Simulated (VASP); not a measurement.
Wanted: the native input for a VASP 6.6.1 run.

- Task: single point
- Functional: LDA
- Potentials or basis: VASP PAW LDA potentials, release 64 (O, Ca_sv, H)
- Cutoff: 520 eV
- k mesh: 9 × 9 × 1
- Occupations: gaussian, width 0.05 eV
- Spin: collinear spin
- Starting moments: [0.0, 0.0, 0.0, 0.0, 1.0] μB
- Dipole correction: yes
- Further INCAR settings: ALGO = Normal; EDIFF = 1e-07; NBANDS = 28

The structure of Ca2HO2 lies in POSCAR:

```
Ca2HO2
1.0
    3.3291210616      0.0000000000      0.0000000000
   -1.6645605308      2.8831034116      0.0000000000
    0.0000000000      0.0000000000     19.6554098218
O Ca H
2 2 1
Direct
    0.3333333333      0.6666666667      0.2035063138
    0.0000000000      0.0000000000      0.3640735492
    0.6666666667      0.3333333333      0.2726530778
    0.3333333333      0.6666666667      0.4149193477
    0.3333333333      0.6666666667      0.5217665852
```

The input as run:

INCAR

```
PREC = Accurate
ENCUT = 520
EDIFF = 1E-7
ISMEAR = 0
SIGMA = 0.05
LREAL = False
LASPH = True
NELM = 150
ALGO = Normal
ISIF = 2
LWAVE = False
LCHARG = False
ISPIN = 2
MAGMOM = 0 0 0 0 1
LORBIT = 11
LDIPOL = True
IDIPOL = 3
DIPOL = 0.5 0.5 0.355
NBANDS = 28
```

KPOINTS

```
Automatic mesh
0
Gamma
  9 9 1
```

Potentials or basis: VASP PAW LDA potentials, release 64 (O, Ca_sv, H).

Launch:

```console
$ cat potpaw_LDA.64/O/POTCAR potpaw_LDA.64/Ca_sv/POTCAR potpaw_LDA.64/H/POTCAR > POTCAR
$ mpirun -np 1 vasp_std > vasp.out
```

Results of the run:

```
Largest force                                         : 2.952 eV/Å
Net moment                                            : -0.23 μB per cell
Site moments                                          : O -0.50, +0.00; Ca -0.00, +0.03; H +0.15 μB
Valence electrons inside the program's atomic spheres : O 4.78, 5.00; Ca 8.21, 8.35; H 0.43
```

Caveat: a moment this small can come from the mesh or the smearing.

It took 12 min on 1 thread of Intel Xeon 8259CL, on a shared host, peak memory 0.36 GiB.
